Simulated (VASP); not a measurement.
Set up this calculation in VASP 6.6.1, as the native input.

* Task: single point
* Functional: LDA
* Potentials or basis: VASP PAW LDA potentials, release 64 (Bi_d, Te)
* Cutoff: 520 eV
* k mesh: 7 × 7 × 7
* Occupations: fermi-dirac, width 0.15 eV
* Spin: no spin polarisation
* Dipole correction: no
* Further INCAR settings: ALGO = Normal; EDIFF = 1e-06; NBANDS = 18

The structure of BiTe lies in POSCAR:

```
BiTe
1.0
    2.4227077700      1.3987509800      3.3172919500
   -2.4227077700      1.3987509800      3.3172919500
    0.0000000000     -2.7975019700      3.3172919500
Bi Te
1 1
Direct
    0.5000000011      0.5000000011      0.4999999993
    0.0000000000      0.0000000000      0.0000000000
```

One way to write it, as run:

INCAR

```
ALGO = Normal ; EDIFF = 1E-6
ENCUT = 520 ; ISIF = 2
ISMEAR = -1 ; LASPH = T
LCHARG = F ; LREAL = F
LWAVE = F ; NBANDS = 18
NELM = 60 ; PREC = Accurate
SIGMA = 0.15
```

KPOINTS

```
k-points
0
Gamma
  7 7 7
```

Potentials or basis: VASP PAW LDA potentials, release 64 (Bi_d, Te).

Command:

```console
$ cat potpaw_LDA.64/Bi_d/POTCAR potpaw_LDA.64/Te/POTCAR > POTCAR
$ mpirun -np 1 vasp_std > vasp.out
```

Results of the run:

```
Pressure : -3.3 GPa
```

Wall time 24 s on 1 thread of AMD EPYC 9R14 (Zen 4), with other jobs on the host, peak memory 0.15 GiB.
